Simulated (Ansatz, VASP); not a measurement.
**PbSe in VASP and in Ansatz**

```xyz
2
Lattice="0.0000 3.0553 3.0553 3.0553 0.0000 3.0553 3.0553 3.0553 0.0000" Properties=species:S:1:pos:R:3 pbc="T T T"
Pb    0.0000    0.0000    0.0000
Se    3.0553    3.0553    3.0553
```

Change from the starting cell: volume scaled by 0.95, PAW files.

Alike in both runs: task electric field gradients; functional PBE; k mesh 10 × 10 × 10; occupations fermi-dirac, width 0.03 eV; no spin polarisation.

```csv
,VASP,Ansatz
version,VASP 6.6.1,Ansatz 0.2.0
potentials or method,"VASP PAW PBE potentials, release 64 (Pb_d, Se)","PAW with Ansatz's default frozen-core files, scalar-relativistic"
plane-wave cutoff (eV),520,420
valence electrons in the cell,20,30
```

```tsv
	VASP	Ansatz	Ansatz less VASP
pressure (GPa)	2.7	2.7	+0.01
```

The functional is the same, so the differences come from potentials, cutoffs and numerics. VASP's potentials hold 20 valence electrons a cell and Ansatz's 30, so a difference there can come from the potentials and not from the codes.

Spin-orbit coupling is off throughout.
